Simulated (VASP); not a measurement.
# C in VASP: a series of runs

The runs below take C through single point, with PBE+D3(BJ).

Everything below comes from runs of VASP 6.6.1. Logs are shortened: lines on timing, memory, paths and dates and some standing lists are left out, and cuts for length are marked.

**1. The cell of the first run**

The cell holds a slab with vacuum, 18 atoms: a = 7.398 Å, b = 7.398 Å, c = 12.000 Å, α = 90.00°, β = 90.00°, γ = 120.00°.

**2. Single point, PBE+D3(BJ)**

Input file INCAR:

```
PREC = Accurate ; ENCUT = 520
EDIFF = 1E-6 ; ISMEAR = -1
SIGMA = 0.05 ; LREAL = Auto
LASPH = T ; NELM = 80
ALGO = Normal ; ISIF = 2
LWAVE = F ; LCHARG = F
GGA = PE ; IVDW = 12
NBANDS = 51
```

Input file KPOINTS:

```
Automatic mesh
0
Gamma
  2 2 1
```

Input file POSCAR:

```
C
1.0
    7.3980000000      0.0000000000      0.0000000000
   -3.6990000000      6.4068560000      0.0000000000
    0.0000000000      0.0000000000     12.0000000000
C
18
Direct
    0.0360980497      0.0040425444      0.0625416667
    0.2600907265      0.1241014313      0.0561083333
    0.0230580604      0.3410877348      0.0707166667
    0.2421767020      0.4539668131      0.0527833333
    0.0313968967      0.6819881702      0.0568416667
    0.2507594773      0.7923543154      0.0617083333
    0.3757110534      0.0108165378      0.0576250000
    0.5999791566      0.1333727494      0.0647166667
    0.3578877779      0.3470813141      0.0533000000
    0.5886680026      0.4611154051      0.0602750000
    0.3694341933      0.6763379729      0.0537583333
    0.5865744251      0.7829893477      0.0463000000
    0.7058957288      0.0215238176      0.0556416667
    0.9259804617      0.1277381605      0.0672000000
    0.7089768670      0.3595055047      0.0640083333
    0.9234116735      0.4593672778      0.0690166667
    0.6937337671      0.6773837277      0.0605083333
    0.9139197340      0.7860173539      0.0517083333
```

Potentials or basis: VASP PAW PBE potentials, release 64 (C).

Command:

```console
$ cat potpaw_PBE.64/C/POTCAR > POTCAR
$ mpirun -np 1 vasp_std > vasp.out
```

OUTCAR:

```text
PREC = Accurate
   ENCUT = 520
   EDIFF = 1E-6
   ISMEAR = -1
   LREAL = Auto
   LASPH = T
   NELM = 80
   ISIF = 2
   GGA = PE
   IVDW = 12
 IVDW          = 12

 ion  position               nearest neighbor table
   1  0.036  0.004  0.063-  18 1.41   2 1.44  14 1.50
   2  0.260  0.124  0.056-   9 1.43   1 1.44   7 1.47
   3  0.023  0.341  0.071-  14 1.37  16 1.40   4 1.42
   4  0.242  0.454  0.053-   3 1.42   9 1.43  11 1.43
   5  0.031  0.682  0.057-   6 1.41  18 1.42  16 1.43
   6  0.251  0.792  0.062-   7 1.41   5 1.41  11 1.51
[... 10 lines left out ...]
  17  0.694  0.677  0.061-  12 1.37  10 1.39  18 1.41
  18  0.914  0.786  0.052-   1 1.41  17 1.41   5 1.42

  LATTYP: Found a hexagonal cell.
 ALAT       =     7.3980000000
 C/A-ratio  =     1.6220600162

  Lattice vectors:

 A1 = (   7.3980000000,   0.0000000000,   0.0000000000)
 A2 = (  -3.6990000000,   6.4068560000,   0.0000000000)
 A3 = (   0.0000000000,   0.0000000000,  12.0000000000)

Analysis of symmetry for initial positions (statically):
=====================================================================
 Subroutine PRICEL returns:
 Original cell was already a primitive cell.

 Routine SETGRP: Setting up the symmetry group for a
 hexagonal supercell.

 Subroutine GETGRP returns: Found  1 space group operations
 (whereof  1 operations were pure point group operations)
 out of a pool of 24 trial point group operations.

The static configuration has the point symmetry C_1 .

Analysis of symmetry for dynamics (positions and initial velocities):
=====================================================================
 Subroutine PRICEL returns:
 Original cell was already a primitive cell.

 Routine SETGRP: Setting up the symmetry group for a
 hexagonal supercell.

 Subroutine GETGRP returns: Found  1 space group operations
 (whereof  1 operations were pure point group operations)
 out of a pool of 24 trial point group operations.

The dynamic configuration has the point symmetry C_1 .

 Subroutine INISYM returns: Found  1 space group operations
 (whereof  1 operations are pure point group operations),
 and found     1 'primitive' translations

----------------------------------------------------------------------------------------

                                     Primitive cell

  volume of cell :     568.7750

  direct lattice vectors                    reciprocal lattice vectors
     7.398000000  0.000000000  0.000000000     0.135171668  0.078041398  0.000000000
    -3.699000000  6.406856000  0.000000000     0.000000000  0.156082796  0.000000000
     0.000000000  0.000000000 12.000000000     0.000000000  0.000000000  0.083333333

  length of vectors
     7.398000000  7.398000054 12.000000000     0.156082797  0.156082796  0.083333333

  position of ions in fractional coordinates (direct lattice)
     0.036098050  0.004042544  0.062541667
     0.260090727  0.124101431  0.056108333
     0.023058060  0.341087735  0.070716667
     0.242176702  0.453966813  0.052783333
     0.031396897  0.681988170  0.056841667
     0.250759477  0.792354315  0.061708333
[... 10 lines left out ...]
     0.693733767  0.677383728  0.060508333
     0.913919734  0.786017354  0.051708333

  ion indices of the primitive-cell ions
   primitive index   ion index
                 1           1
                 2           2
                 3           3
                 4           4
                 5           5
                 6           6
[... 10 lines left out ...]
                17          17
                18          18

----------------------------------------------------------------------------------------

 KPOINTS: Automatic mesh

Automatic generation of k-mesh.
 Grid dimensions read from file:
 generate k-points for:    2    2    1

 Generating k-lattice:

  Cartesian coordinates                     Fractional coordinates (reciprocal lattice)
     0.067585834  0.039020699  0.000000000     0.500000000  0.000000000  0.000000000
     0.000000000  0.078041398  0.000000000     0.000000000  0.500000000  0.000000000
     0.000000000  0.000000000  0.083333333     0.000000000  0.000000000  1.000000000

  Length of vectors
     0.078041399  0.078041398  0.083333333

  Shift w.r.t. Gamma in fractional coordinates (k-lattice)
     0.000000000  0.000000000  0.000000000

 Subroutine IBZKPT returns following result:
 ===========================================

 Found      4 irreducible k-points:

 Following reciprocal coordinates:
            Coordinates               Weight
  0.000000  0.000000  0.000000      1.000000
  0.500000  0.000000  0.000000      1.000000
  0.000000  0.500000  0.000000      1.000000
  0.500000  0.500000  0.000000      1.000000
   k-points           NKPTS =      4   k-points in BZ     NKDIM =      4   number of bands    NBANDS=     51
   number of dos      NEDOS =    301   number of ions     NIONS =     18
   total plane-waves  NPLWV = 282240
   dimension x,y,z NGX =    56 NGY =   56 NGZ =   90
   dimension x,y,z NGXF=   112 NGYF=  112 NGZF=  180
   ions per type =              18
   NGX,Y,Z   is equivalent  to a cutoff of  12.58, 12.58, 12.47 a.u.
   NGXF,Y,Z  is equivalent  to a cutoff of  25.17, 25.17, 24.94 a.u.
 SYSTEM =  unknown system
   PREC   = accura    normal or accurate (medium, high low for compatibility)
   ISTART =      0    job   : 0-new  1-cont  2-samecut
   ICHARG =      2    charge: 1-file 2-atom 10-const
   ISPIN  =      1    spin polarized calculation?
   LNONCOLLINEAR =      F non collinear calculations
   LSORBIT =      F    spin-orbit coupling
   LASPH  =      T    aspherical Exc in radial PAW
   ENCUT  =  520.0 eV  38.22 Ry    6.18 a.u.  13.76 13.76 22.31*2*pi/ulx,y,z
   NELM   =     80;   NELMIN=  2; NELMDL= -5     # of ELM steps
   EDIFF  = 0.1E-05   stopping-criterion for ELM
   LREAL  =      T    real-space projection
   EDIFFG = 0.1E-04   stopping-criterion for IOM
   NSW    =      0    number of steps for IOM
   IBRION =     -1    ionic relax: 0-MD 1-quasi-New 2-CG
   NFREE  =      0    steps in history (QN), initial steepest desc. (CG)
   ISIF   =      2    stress and relaxation
   ISYM   =      2    0-nonsym 1-usesym 2-fastsym
   POTIM  = 0.5000    time-step for ionic-motion
   TEBEG  =    0.0;   TEEND  =   0.0 temperature during run
   PSTRESS=    0.0 pullay stress
   NELECT =      72.0000    total number of electrons
   NUPDOWN=      -1.0000    fix difference up-down
   EMIN   =  10.00;   EMAX   =-10.00  energy-range for DOS
   EFERMI =   0.00;   METHOD = LEGACY
   ISMEAR =    -1;   SIGMA  =   0.05  broadening in eV -4-tet -1-fermi 0-gaus
   EFERMI_NEDOS =   21; number of points for ismear=-14 and -15
   IALGO  =     38    algorithm
   IMIX   =      4    mixing-type and parameters
     AMIX     =   0.40;   BMIX     =  1.00
     AMIX_MAG =   1.60;   BMIX_MAG =  1.00
  volume/ion in A,a.u.               =      31.60       213.24
  Fermi-wavevector in a.u.,A,eV,Ry     =   0.822001  1.553356  9.193253  0.675685
  Thomas-Fermi vector in A             =   1.933259
   LORBIT       =      0    0 simple, 1 ext, 2 COOP (PROOUT), +10 PAW based schemes
   GGA     = PE    functional components
   LHFCALC =     F    Hartree Fock is set to
   AEXX    =    0.0000 exact exchange contribution
   IVDW    =    12    specifies the selected vdW correction
   LEPSILON=     F    determine dielectric tensor
   LRPA    =     F    only Hartree local field effects (RPA)
 non-spin polarized calculation
  energy-cutoff  :      520.00
  volume of cell :      568.78
 maximum number of plane-waves:     15363
 NGX is ok and might be reduce to    56
   NGX = 27   NGY = 27   NGZ = 45

 number of electron      72.0000000 magnetization

 Free energy of the ion-electron system (eV)
  ---------------------------------------------------
  ext. energy  EPLUGINS =         0.00000000
  ---------------------------------------------------
  free energy    TOTEN  =      -164.22408702 eV

  energy without entropy =     -164.20930438  energy(sigma->0) =     -164.21669570

 E-fermi :  -1.7594     XC(G=0):  -3.5855

 val. band max:       -1.8962946023   @ k =   0.0000   0.0000   0.0000
 cond. band min:      -1.6294922923   @ k =   0.0000   0.0000   0.0000
 fundamental gap:      0.2668023100
 Fermi energy:        -1.7594267093

 k-point     1 :       0.0000    0.0000    0.0000
  band No.  band energies     occupation
      1     -21.2809      2.00000
      2     -19.0781      2.00000
      3     -18.8087      2.00000
      4     -18.7268      2.00000
      5     -18.5846      2.00000
      6     -18.4725      2.00000
[... 40 lines left out ...]
     47       3.5949      0.00000
     48       4.8817      0.00000

 k-point     2 :       0.5000    0.0000    0.0000
  band No.  band energies     occupation
      1     -20.7684      2.00000
      2     -20.4737      2.00000
      3     -19.4929      2.00000
      4     -19.1245      2.00000
      5     -17.0662      2.00000
      6     -16.9415      2.00000
[... 40 lines left out ...]
     47       4.0473      0.00000
     48       4.3084      0.00000

 k-point     3 :       0.0000    0.5000    0.0000
  band No.  band energies     occupation
      1     -20.7560      2.00000
      2     -20.4997      2.00000
      3     -19.3515      2.00000
      4     -19.2684      2.00000
      5     -17.0113      2.00000
      6     -16.8817      2.00000
[... 40 lines left out ...]
     47       4.1311      0.00000
     48       4.2699      0.00000

 k-point     4 :       0.5000    0.5000    0.0000
  band No.  band energies     occupation
      1     -20.6741      2.00000
      2     -20.6048      2.00000
      3     -19.3766      2.00000
      4     -19.1985      2.00000
      5     -17.0597      2.00000
      6     -16.9193      2.00000
[... 40 lines left out ...]
     47       4.1296      0.00000
     48       4.3044      0.00000
 [bands above 48 left out]

------------------------ aborting loop because EDIFF is reached ----------------------------------------

 Edisp (eV)   -1.59550

 E8    (eV) :    -0.4972

  FORCE on cell =-STRESS in cart. coord.  units (eV):
  Direction    XX          YY          ZZ          XY          YZ          ZX
  --------------------------------------------------------------------------------------
  -------------------------------------------------------------------------------------
  Total       1.65247     2.10292    -0.96223     0.24753    -0.53304     0.03718
  in kB       4.65483     5.92370    -2.71051     0.69727    -1.50151     0.10473
  external pressure =        2.62 kB  Pullay stress =        0.00 kB

 VOLUME and BASIS-vectors are now :
 -----------------------------------------------------------------------------
  energy-cutoff  :      520.00
  volume of cell :      568.78
      direct lattice vectors                 reciprocal lattice vectors
     7.398000000  0.000000000  0.000000000     0.135171668  0.078041398  0.000000000
    -3.699000000  6.406856000  0.000000000     0.000000000  0.156082796  0.000000000
     0.000000000  0.000000000 12.000000000     0.000000000  0.000000000  0.083333333

 POSITION                                       TOTAL-FORCE (eV/Angst)
 -----------------------------------------------------------------------------------
      0.25210      0.02590      0.75050        -1.360363      2.648242     -0.937401
      1.46510      0.79510      0.67330        -0.316404     -1.531925      0.343677
     -1.09110      2.18530      0.84860         1.440510      1.722124     -0.734199
      0.11240      2.90850      0.63340         2.921228      0.575615      0.983856
     -2.29040      4.36940      0.68210         0.034929     -0.242151      0.488395
     -1.07580      5.07650      0.74050         2.962065      0.031812     -0.961481
[... 10 lines left out ...]
      2.62660      4.33990      0.72610         0.950529     -0.259539     -1.344151
      3.85370      5.03590      0.62050         2.129929      0.705634      1.366657
 -----------------------------------------------------------------------------------
    total drift:                               -0.022787     -0.030321     -0.001026

  FREE ENERGIE OF THE ION-ELECTRON SYSTEM (eV)
  ---------------------------------------------------
  free  energy   TOTEN  =      -165.8195897239 eV

  energy  without entropy=     -165.8048070850  energy(sigma->0) =     -165.81219840
```

Wall time 3.8 min (1 thread of Intel Xeon 6975P-C, shared host); peak memory 0.56 GiB.

Results:

| Item | Value |
| --- | --- |
| Free energy | -165.8196 eV |
| Largest force | 3.854 eV/Å |
| Band gap on the k mesh | 0.27 eV |
| Dispersion energy per atom | -0.089 eV |

Forces in eV/Å, atoms in the order of the input:
```
C   -1.360  2.648 -0.937
C   -0.316 -1.532  0.344
C    1.441  1.722 -0.734
C    2.921  0.576  0.984
C    0.035 -0.242  0.488
C    2.962  0.032 -0.961
C   -2.559  1.652  0.448
C   -0.370 -0.760 -1.053
C    1.844  0.022  0.328
C   -1.686 -0.892 -0.225
C   -3.028  0.026 -0.029
C   -1.776  3.163  1.302
C    0.428 -2.126  0.549
C    0.280 -2.657 -0.429
C   -1.163 -2.794  0.553
C   -0.732  0.717 -0.649
C    0.951 -0.260 -1.344
C    2.130  0.706  1.367
```

Caveat: the k points lie up to 0.49 Å⁻¹ apart.

**3. Single point, PBE+D3(BJ)**

Input file INCAR:

```
SYSTEM = C
  PREC = Accurate
  ENCUT = 520
  EDIFF = 1E-6
  ISMEAR = -1
  SIGMA = 0.05
  LREAL = Auto
  LASPH = .True.
  NELM = 80
  ALGO = Normal
  ISIF = 2
  LWAVE = .False.
  LCHARG = .False.
  GGA = PE
  IVDW = 12
  NBANDS = 51
```

Input file KPOINTS:

```
Automatic mesh
0
Gamma
  2 2 1
  0 0 0
```

Input file POSCAR:

```
C
1.0
    7.3980000000      0.0000000000      0.0000000000
   -3.6990000000      6.4068560000      0.0000000000
    0.0000000000      0.0000000000     12.0000000000
C
18
Direct
    0.0431955650      0.0208058367      0.0690750000
    0.2584497071      0.1290648643      0.0610666667
    0.0407098905      0.3494381644      0.0552750000
    0.2626864076      0.4638156375      0.0641083333
    0.0315669255      0.6722173871      0.0579833333
    0.2633082418      0.8012042100      0.0543333333
    0.3620864705      0.0169818082      0.0638833333
    0.5804970452      0.1186853583      0.0587250000
    0.3663595805      0.3531841515      0.0593833333
    0.5868180515      0.4592268033      0.0561916667
    0.3658855832      0.6866238292      0.0690916667
    0.5886945105      0.7927445224      0.0620500000
    0.6942114918      0.0069144679      0.0505666667
    0.9224833975      0.1269889631      0.0541000000
    0.6936051726      0.3269778500      0.0448250000
    0.9151786465      0.4452261765      0.0479833333
    0.6993424610      0.6790850302      0.0667916667
    0.9186658011      0.7915895097      0.0693416667
```

Potentials or basis: VASP PAW PBE potentials, release 64 (C).

Command:

```console
$ cat potpaw_PBE.64/C/POTCAR > POTCAR
$ mpirun -np 1 vasp_std > vasp.out
```

Run time: 3.8 min. Hardware: 1 thread of Intel Xeon 6975P-C, shared host; peak memory 0.56 GiB.

The run converged. Its results:

```
Free energy                : -165.6876 eV
Largest force              : 5.750 eV/Å
Band gap on the k mesh     : 0.11 eV, direct
Dispersion energy per atom : -0.089 eV
```

Forces on the atoms (eV/Å):
```
C   -2.941 -2.445 -0.960
C   -1.240  1.192  0.439
C   -1.289 -1.578 -0.293
C   -2.697  0.803  0.099
C   -1.446  1.326 -0.303
C   -3.015 -2.927  1.592
C    1.599 -0.723 -0.727
C    1.519 -1.340 -0.985
C    2.282 -1.011  0.054
C    1.737 -1.088 -0.094
C    2.256 -0.612 -1.415
C   -0.319 -1.073  0.499
C    0.898  1.979  1.039
C    0.991 -0.243  0.537
C   -1.901  5.273  1.284
C    0.829  2.389  0.346
C   -0.147 -0.156 -0.532
C    2.883  0.232 -0.578
```

Levels at points of the mesh, in eV from the valence-band top:
```tsv
k point	band 32	band 33	band 34	band 35	band 36	band 37	band 38	band 39	band 40	band 41
(0.00, 0.00, 0.00)	-4.19	-3.07	-2.66	-0.10	0.00	0.11	0.21	3.25	4.41	4.49
(0.50, 0.00, 0.00)	-2.74	-2.64	-2.50	-2.42	-2.12	1.64	2.27	2.53	2.56	2.68
(0.00, 0.50, 0.00)	-2.80	-2.68	-2.46	-2.34	-2.13	1.55	2.32	2.38	2.57	2.81
(0.50, 0.50, 0.00)	-2.77	-2.65	-2.61	-2.30	-2.22	1.78	2.27	2.54	2.57	2.69
```

Caveat: the k points lie up to 0.49 Å⁻¹ apart.
